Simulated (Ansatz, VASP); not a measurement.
**ZnAu: VASP beside Ansatz**

INCAR

```
SYSTEM = ZnAu
PREC = Accurate
ENCUT = 520
EDIFF = 1E-7
ISMEAR = 0
SIGMA = 0.1
LREAL = .False.
LASPH = .True.
NELM = 100
ALGO = Fast
ISIF = 2
LWAVE = .False.
LCHARG = .False.
GGA = PE
NBANDS = 18
```

Contents of KPOINTS:

```
Automatic mesh
0
Gamma
  12 12 12
  0 0 0
```

File POSCAR:

```
ZnAu
1.0
    3.1470000000      0.0000000000      0.0000000000
    0.0000000000      3.1470000000      0.0000000000
    0.0000000000      0.0000000000      3.1470000000
Zn Au
1 1
Direct
    0.5000000000      0.5000000000      0.5476644423
    0.0000000000      0.0000000000      0.0000000000
```

Input for Ansatz:

```yaml
crystal:
  lattice:
    - [3.147, 0.0, 0.0]
    - [0.0, 3.147, 0.0]
    - [0.0, 0.0, 3.147]
  atoms:
    - { symbol: Zn, position: [0.5, 0.5, 0.5476644423] }
    - { symbol: Au, position: [0.0, 0.0, 0.0] }
basis:
  ecutwfc: 420
kpoints:
  mp_grid: { grid: [12, 12, 12] }
hamiltonian:
  xc: pbe
scf:
  occupations: { method: gaussian, width: 0.1 }
output:
  forces: true
  stress: true
  eigenvalues: true
  populations: true
```

Change from the starting cell: one atom moved.

Alike in both runs: task single point; functional PBE; k mesh 12 × 12 × 12; occupations gaussian, width 0.1 eV; no spin polarisation.

```csv
,VASP,Ansatz
version,VASP 6.6.1,Ansatz 0.2.0
potentials or method,"VASP PAW PBE potentials, release 64 (Zn, Au), cutoff 520 eV","scalar-relativistic, plane waves, PAW"
valence electrons in the cell,23,31
```

Ansatz gave:

- gap on the k mesh at the Fermi level (eV): none
- pressure (GPa): 6.0
- traceless stress, the component that is largest in VASP (GPa): -0.71
- rms of the force components (eV/Å): 0.326

Which values does VASP return?

gap on the k mesh at the Fermi level (eV): none; pressure (GPa): 6.2; traceless stress, the component that is largest in VASP (GPa): -0.72; rms of the force components (eV/Å): 0.331.

Atom by atom the forces differ by 0.005 eV/Å (rms over components). A gap of «none» marks a metal or a gap that the smearing closes. With one functional, cell and mesh, what is left measures potentials, basis and numerics. VASP's potentials hold 23 valence electrons a cell and Ansatz's 31, so a difference there can come from the potentials and not from the codes.

Neither program's run includes spin-orbit coupling.
